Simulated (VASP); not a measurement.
# BaTiO3 (R3m) in VASP: single point with r2SCAN

Aim: the single point of BaTiO3 with r2SCAN.

Program: VASP 6.6.1. These are calculated values, not measurements. Logs are shortened: lines on timing, memory, paths and dates and some standing lists are left out, and cuts for length are marked.

## Step 1: The cell of the first run

It takes space group R3m (No. 160, trigonal). The conventional cell has a = 5.680 Å, b = 5.680 Å, c = 6.994 Å, α = 90.00°, β = 90.00°, γ = 120.00°. Ba (site symmetry 3m) has 12 O at 2.78 to 2.92 Å and 8 Ti at 3.23 to 3.77 Å within 3.8 Å. Ti (site symmetry 3m) has 6 O at 1.87 to 2.16 Å within 2.5 Å. Within 2.5 Å of O (site symmetry m) lie 2 Ti at 1.87 to 2.16 Å.

## Step 2: Single point, r2SCAN

POSCAR reads:

```
BaTiO3
1.0
    2.8400536833      1.6397057586      2.3314328269
   -2.8400536833      1.6397057586      2.3314328269
    0.0000000000     -3.2794115171      2.3314328269
Ba Ti O
1 1 3
Direct
   -0.0222352749     -0.0222352749     -0.0222352749
    0.5162478494      0.5162478494      0.5162478494
    0.4897536543      0.4897536543      0.9801597377
    0.4897536543      0.9801597377      0.4897536543
    0.9801597377      0.4897536543      0.4897536543
```

INCAR.step1 reads:

```
SYSTEM = BaTiO3
PREC = Accurate
ENCUT = 1480
ISMEAR = 0
SIGMA = 0.05
LREAL = .False.
LASPH = .True.
NELM = 120
NBANDS = 28
GGA = PE
ALGO = Normal
EDIFF = 1E-5
LWAVE = .True.
LCHARG = .False.
GGA_COMPAT = .False.
```

INCAR.step2 reads:

```
SYSTEM = BaTiO3
PREC = Accurate
ENCUT = 1480
EDIFF = 1E-6
ISMEAR = 0
SIGMA = 0.05
LREAL = .False.
LASPH = .True.
NELM = 120
ALGO = Normal
ISIF = 2
LWAVE = .False.
LCHARG = .False.
METAGGA = R2SCAN
LMIXTAU = .True.
NBANDS = 28
ISTART = 1
GGA_COMPAT = .False.
```

KPOINTS reads:

```
regular mesh
0
Gamma
  6 6 6
  0 0 0
```

Potentials or basis: VASP PAW PBE potentials, release 64 (Ba_sv, Ti_sv, O_h).

Launch:

```
$ cat potpaw_PBE.64/Ba_sv/POTCAR potpaw_PBE.64/Ti_sv/POTCAR potpaw_PBE.64/O_h/POTCAR > POTCAR
$ cp INCAR.step1 INCAR
$ mpirun -np 1 vasp_std > vasp.out
$ cp INCAR.step2 INCAR
$ mpirun -np 1 vasp_std > vasp.out
```

OUTCAR:

```text
SYSTEM = BaTiO3
   PREC = Accurate
   ENCUT = 1480
   EDIFF = 1E-6
   ISMEAR = 0
   LREAL = .False.
   LASPH = .True.
   NELM = 120
   ISIF = 2
   METAGGA = R2SCAN
   ISTART = 1

 ion  position               nearest neighbor table
   1  0.978  0.978  0.978-   4 2.78   5 2.78   3 2.78   5 2.84   4 2.84   3 2.84   3 2.84   5 2.84
                             4 2.84   5 2.92   4 2.92   3 2.92   2 3.23   2 3.40   2 3.40   2 3.40
   2  0.516  0.516  0.516-   3 1.87   4 1.87   5 1.87   3 2.16   4 2.16   5 2.16   1 3.23   1 3.40
                             1 3.40   1 3.40   1 3.58   1 3.58   1 3.58   1 3.77
   3  0.490  0.490  0.980-   2 1.87   2 2.16   1 2.78   1 2.84   1 2.84   1 2.92
   4  0.490  0.980  0.490-   2 1.87   2 2.16   1 2.78   1 2.84   1 2.84   1 2.92
   5  0.980  0.490  0.490-   2 1.87   2 2.16   1 2.78   1 2.84   1 2.84   1 2.92

  LATTYP: Found a trigonal (rhomboedric) cell.
 ALAT       =     4.0236946859
 COS(alpha) =     0.0036015225

  Lattice vectors:

 A1 = (   2.8400536833,   1.6397057586,   2.3314328269)
 A2 = (  -2.8400536833,   1.6397057586,   2.3314328269)
 A3 = (   0.0000000000,  -3.2794115171,   2.3314328269)

Analysis of symmetry for initial positions (statically):
=====================================================================
 Subroutine PRICEL returns:
 Original cell was already a primitive cell.

 Routine SETGRP: Setting up the symmetry group for a
 trigonal (rhombohedral) supercell.

 Subroutine GETGRP returns: Found  6 space group operations
 (whereof  6 operations were pure point group operations)
 out of a pool of 12 trial point group operations.

The static configuration has the point symmetry C_3v.

Analysis of symmetry for dynamics (positions and initial velocities):
=====================================================================
 Subroutine PRICEL returns:
 Original cell was already a primitive cell.

 Routine SETGRP: Setting up the symmetry group for a
 trigonal (rhombohedral) supercell.

 Subroutine GETGRP returns: Found  6 space group operations
 (whereof  6 operations were pure point group operations)
 out of a pool of 12 trial point group operations.

The dynamic configuration has the point symmetry C_3v.

 Subroutine INISYM returns: Found  6 space group operations
 (whereof  6 operations are pure point group operations),
 and found     1 'primitive' translations

----------------------------------------------------------------------------------------

[... 100 lines left out ...]
   EDIFFG = 0.1E-04   stopping-criterion for IOM
   NSW    =      0    number of steps for IOM
   IBRION =     -1    ionic relax: 0-MD 1-quasi-New 2-CG
   NFREE  =      0    steps in history (QN), initial steepest desc. (CG)
   ISIF   =      2    stress and relaxation
   ISYM   =      2    0-nonsym 1-usesym 2-fastsym
   POTIM  = 0.5000    time-step for ionic-motion
   TEBEG  =    0.0;   TEEND  =   0.0 temperature during run
   PSTRESS=    0.0 pullay stress
   NELECT =      40.0000    total number of electrons
   NUPDOWN=      -1.0000    fix difference up-down
   EMIN   =  10.00;   EMAX   =-10.00  energy-range for DOS
   EFERMI =   0.00;   METHOD = LEGACY
   ISMEAR =     0;   SIGMA  =   0.05  broadening in eV -4-tet -1-fermi 0-gaus
   EFERMI_NEDOS =   21; number of points for ismear=-14 and -15
   IALGO  =     38    algorithm
   IMIX   =      4    mixing-type and parameters
     AMIX     =   0.40;   BMIX     =  1.00
     AMIX_MAG =   1.60;   BMIX_MAG =  1.00
  volume/ion in A,a.u.               =      13.03        87.92
  Fermi-wavevector in a.u.,A,eV,Ry     =   1.391466  2.629490 26.343298  1.936178
  Thomas-Fermi vector in A             =   2.515302
   LORBIT       =      0    0 simple, 1 ext, 2 COOP (PROOUT), +10 PAW based schemes
   METAGGA = R2SCAN    functional components
   LHFCALC =     F    Hartree Fock is set to
   AEXX    =    0.0000 exact exchange contribution
   IVDW    =     0    specifies the selected vdW correction
   LEPSILON=     F    determine dielectric tensor
   LRPA    =     F    only Hartree local field effects (RPA)
 non-spin polarized calculation
 Gauss-broadening in eV      SIGMA  =   0.05
  energy-cutoff  :     1480.00
  volume of cell :       65.14
 maximum number of plane-waves:      8460
   NGX = 25   NGY = 25   NGZ = 25

 number of electron      40.0000002 magnetization

 Free energy of the ion-electron system (eV)
  ---------------------------------------------------
  ext. energy  EPLUGINS =         0.00000000
  ---------------------------------------------------
  free energy    TOTEN  =       -74.21900065 eV

  energy without entropy =      -74.21900065  energy(sigma->0) =      -74.21900065

 E-fermi :   4.0000     XC(G=0): -11.8055

 val. band max:        3.6767385246   @ k =   0.5000   0.5000   0.5000
 cond. band min:       6.5062916435   @ k =   0.0000   0.0000   0.0000
 fundamental gap:      2.8295531189
 Fermi energy:         3.9999715830

 k-point     1 :       0.0000    0.0000    0.0000
  band No.  band energies     occupation
      1     -54.8222      2.00000
      2     -30.0303      2.00000
      3     -30.0248      2.00000
      4     -30.0248      2.00000
      5     -21.8215      2.00000
      6     -14.0661      2.00000
[... 733 lines left out ...]
     27      12.4230      0.00000
     28      12.9356      0.00000

 [... further k-points ...]

------------------------ aborting loop because EDIFF is reached ----------------------------------------

  FORCE on cell =-STRESS in cart. coord.  units (eV):
  Direction    XX          YY          ZZ          XY          YZ          ZX
  --------------------------------------------------------------------------------------
  -------------------------------------------------------------------------------------
  Total        0.7421078      0.7421078      1.2702719      0.0000000      0.0000000     -0.0000000
  in kB       18.2520215     18.2520215     31.2421312      0.0000000      0.0000000     -0.0000000
  external PRESSURE =      22.5820581 kB  Pullay stress =       0.0000000 kB

 VOLUME and BASIS-vectors are now :
 -----------------------------------------------------------------------------
  energy-cutoff  :     1480.00
  volume of cell :       65.14
      direct lattice vectors                 reciprocal lattice vectors
     2.840053683  1.639705759  2.331432827     0.176053010  0.101644253  0.142973595
    -2.840053683  1.639705759  2.331432827    -0.176053010  0.101644253  0.142973595
     0.000000000 -3.279411517  2.331432827     0.000000000 -0.203288506  0.142973595

 POSITION                                       TOTAL-FORCE (eV/Angst)
 -----------------------------------------------------------------------------------
      0.00000      0.00000      6.83878        -0.000000      0.000000      1.170473
      0.00000      0.00000      3.61079        -0.000000     -0.000000     -0.811282
      0.00000     -1.60824      4.56883        -0.000000     -0.040894     -0.119730
     -1.39278      0.80412      4.56883        -0.035415      0.020447     -0.119730
      1.39278      0.80412      4.56883         0.035415      0.020447     -0.119730
 -----------------------------------------------------------------------------------
    total drift:                                0.000000     -0.000000     -0.000574

  FREE ENERGIE OF THE ION-ELECTRON SYSTEM (eV)
  ---------------------------------------------------
  free  energy   TOTEN  =       -74.2190006529 eV

  energy  without entropy=      -74.2190006529  energy(sigma->0) =      -74.21900065
```

It took 8.2 min on 1 thread of Intel Xeon 6975P-C (Granite Rapids), shared host; peak memory 0.58 GiB.

What came out:

```
Free energy            : -74.2190 eV
Pressure               : 2.3 GPa
Largest force          : 1.170 eV/Å
Band gap on the k mesh : 2.83 eV (least direct gap 3.29 eV)
```

Forces in eV/Å, atoms in the order of the input:
```
Ba   0.000  0.000  1.170
Ti   0.000  0.000 -0.811
O    0.000 -0.041 -0.120
O   -0.035  0.020 -0.120
O    0.035  0.020 -0.120
```

Stress tensor (GPa, compression positive):
```
1.83 0.00 0.00
0.00 1.83 0.00
0.00 0.00 3.12
```

Caveat: the cell differs from its parent crystal (all Ba atoms moved +0.175 Å, as atom 1 towards its neighbour atom 2 (Ti) at 3.403 Å); the PAW data sets were made with another functional, which shifts forces and pressure a little; spin-orbit coupling is left out, which moves the levels of the heavy elements. A k mesh can miss the band edges.
